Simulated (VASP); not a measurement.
Wanted: the native input for a VASP 6.6.1 run.

| Property | Result |
| --- | --- |
| Task | single point |
| Functional | PBEsol |
| Potentials or basis | VASP PAW PBE potentials, release 64 (Mn_pv, F) |
| Cutoff | 600 eV |
| k mesh | 6 × 6 × 8 |
| Occupations | gaussian, width 0.02 eV |
| Spin | collinear spin, ferromagnetic start |
| Starting moments | [4.59, 4.59, 0.11, 0.11, 0.11, 0.11] μB |
| Dipole correction | no |
| Further INCAR settings | ALGO = Normal; EDIFF = 1e-06; NBANDS = 40 |

The structure of MnF2 lies in POSCAR:

```
MnF2
1.0
    4.8738000000      0.0000000000      0.0000000000
    0.0000000000      4.8738000000      0.0000000000
    0.0000000000      0.0000000000      3.3107000000
Mn F
2 4
Direct
    0.0000000000      0.0000000000      0.0000000000
    0.5000000000      0.5000000000      0.5000000000
    0.3053000000      0.3053000000      0.0000000000
    0.1947000000      0.8053000000      0.5000000000
    0.6947000000      0.6947000000      0.0000000000
    0.8053000000      0.1947000000      0.5000000000
```

One way to write it, as run:

INCAR

```
PREC = Accurate
ENCUT = 600
EDIFF = 1E-6
ISMEAR = 0
SIGMA = 0.02
LREAL = False
LASPH = True
NELM = 200
ALGO = Normal
ISIF = 2
LWAVE = False
LCHARG = False
ISPIN = 2
MAGMOM = 4.59 4.59 0.11 0.11 0.11 0.11
LORBIT = 11
LMAXMIX = 4
GGA = PS
NBANDS = 40
GGA_COMPAT = False
```

KPOINTS

```
Automatic mesh
0
Gamma
  6 6 8
```

Potentials or basis: VASP PAW PBE potentials, release 64 (Mn_pv, F).

The run is started by

```bash
$ cat potpaw_PBE.64/Mn_pv/POTCAR potpaw_PBE.64/F/POTCAR > POTCAR
$ mpirun -np 1 vasp_std > vasp.out
```

Results of the run:

| Property | Result |
| --- | --- |
| Pressure | -0.7 GPa |
| Band gap on the k mesh | 0.94 eV |
| Net moment | 10.00 μB per cell |
| Site moments | Mn +4.58; F +0.09 μB |
| Valence electrons inside the program's atomic spheres | Mn 11.26; F 6.08 |

Caveat: the PAW data sets were made with another functional, which shifts forces and pressure a little; the run started ferromagnetic, and an antiferromagnetic order may lie lower in energy.

Run time: 5.7 min on 1 thread of Intel Xeon 8259CL, with other jobs on the host, peak memory 0.42 GiB.
